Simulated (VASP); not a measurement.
Wanted: the native input for a VASP 6.6.1 run.

| Property | Result |
| --- | --- |
| Task | single point |
| Functional | PBE |
| Potentials or basis | VASP PAW PBE potentials, release 64 (Cs_sv, I) |
| Cutoff | 520 eV |
| k mesh | 4 × 4 × 4 |
| Occupations | gaussian, width 0.1 eV |
| Spin | no spin polarisation |
| Dipole correction | no |
| Further INCAR settings | ALGO = Normal; EDIFF = 1e-06; NBANDS = 20 |

The structure of Cs2I lies in POSCAR:

```
Cs2I
1.0
    0.0000000000      4.6882228547      4.6882228547
    4.6882228547      0.0000000000      4.6882228547
    4.6882228547      4.6882228547      0.0000000000
Cs I
2 1
Direct
    0.2500000000      0.2500000000      0.2500000000
    0.7500000000      0.7500000000      0.7500000000
    0.0000000000      0.0000000000      0.0000000000
```

These files were run (other wordings do the same):

INCAR

```
SYSTEM = Cs2I
PREC = Accurate ; ENCUT = 520
EDIFF = 1E-6 ; ISMEAR = 0
SIGMA = 0.1 ; LREAL = .False.
LASPH = .True. ; NELM = 100
ALGO = Normal ; ISIF = 2
LWAVE = .False. ; LCHARG = .False.
GGA = PE ; NBANDS = 20
```

KPOINTS

```
Automatic mesh
0
Gamma
  4 4 4
  0 0 0
```

Potentials or basis: VASP PAW PBE potentials, release 64 (Cs_sv, I).

The run is started by

```sh
$ cat potpaw_PBE.64/Cs_sv/POTCAR potpaw_PBE.64/I/POTCAR > POTCAR
$ mpirun -np 1 vasp_std > vasp.out
```

Results of the run:

```
Pressure : 0.2 GPa
```

Caveat: an odd number of electrons without spin polarisation forces a metal; a magnetic or distorted state may lie lower.

It took 18 s on 1 thread of AMD EPYC 9R45 96-Core Processor (Zen 5), on a shared host, peak memory 0.31 GiB.
